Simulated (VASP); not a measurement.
Wanted: the native input for a VASP 6.6.1 run.

```yaml
Task: single point
Functional: r2SCAN0
Potentials_or_basis: VASP PAW PBE potentials, release 64 (Sb)
Cutoff: 520 eV
k_mesh: 6 × 6 × 1
Occupations: gaussian, width 0.01 eV
Spin: no spin polarisation
Dipole_correction: yes
Grid_for_exact_exchange_PRECFOCK: Normal
Further_INCAR_settings: ALGO = Normal; EDIFF = 1e-07; NBANDS = 12
Share_of_exact_exchange: 0.25
```

The system is Sb, a slab with vacuum.

```
Sb
1.0
     4.10518    0.00000    0.00000
    -2.05259    3.55519    0.00000
     0.00000    0.00000   26.85525
Sb
2
Direct
  0.33333 0.66667 0.31498
  0.66667 0.33333 0.37493
```

One way to write it, as run:

POSCAR

```
Sb
1.0
    4.1051830053      0.0000000000      0.0000000000
   -2.0525915027      3.5551927698      0.0000000000
    0.0000000000      0.0000000000     26.8552477996
Sb
2
Direct
    0.3333333333      0.6666666667      0.3149797942
    0.6666666667      0.3333333333      0.3749272228
```

INCAR.step1

```
SYSTEM = Sb
ALGO = Normal
DIPOL = 0.5 0.5 0.345
EDIFF = 1E-5
ENCUT = 520
GGA = PE
IDIPOL = 3
ISIF = 2
ISMEAR = 0
LASPH = .True.
LCHARG = .False.
LDIPOL = .True.
LREAL = .False.
LWAVE = .True.
NBANDS = 12
NELM = 80
PREC = Accurate
SIGMA = 0.01
```

INCAR.step2

```
SYSTEM = Sb
AEXX = 0.25
ALGO = Normal
DIPOL = 0.5 0.5 0.345
EDIFF = 1E-7
ENCUT = 520
IDIPOL = 3
ISIF = 2
ISMEAR = 0
ISTART = 1
LASPH = .True.
LCHARG = .False.
LDIPOL = .True.
LHFCALC = .True.
LMIXTAU = .True.
LREAL = .False.
LWAVE = .False.
METAGGA = R2SCAN
NBANDS = 12
NELM = 80
PREC = Accurate
PRECFOCK = Normal
SIGMA = 0.01
```

KPOINTS

```
k-points
0
Gamma
  6 6 1
  0 0 0
```

Potentials or basis: VASP PAW PBE potentials, release 64 (Sb).

Launch:

```console
$ cat potpaw_PBE.64/Sb/POTCAR > POTCAR
$ cp INCAR.step1 INCAR
$ mpirun -np 1 vasp_std > vasp.out
$ cp INCAR.step2 INCAR
$ mpirun -np 1 vasp_std > vasp.out
```

It gave:

```
Largest force          : 0.400 eV/Å
Band gap on the k mesh : 2.70 eV (least direct gap 3.13 eV)
```

Caveat: the PAW data sets were made with another functional, which shifts forces and pressure a little; spin-orbit coupling is left out, which moves the levels of the heavy elements.

Wall time 29 min on 1 thread of AMD EPYC 7R43 64-Core Processor (Zen 3), with other jobs on the host, peak memory 0.52 GiB.
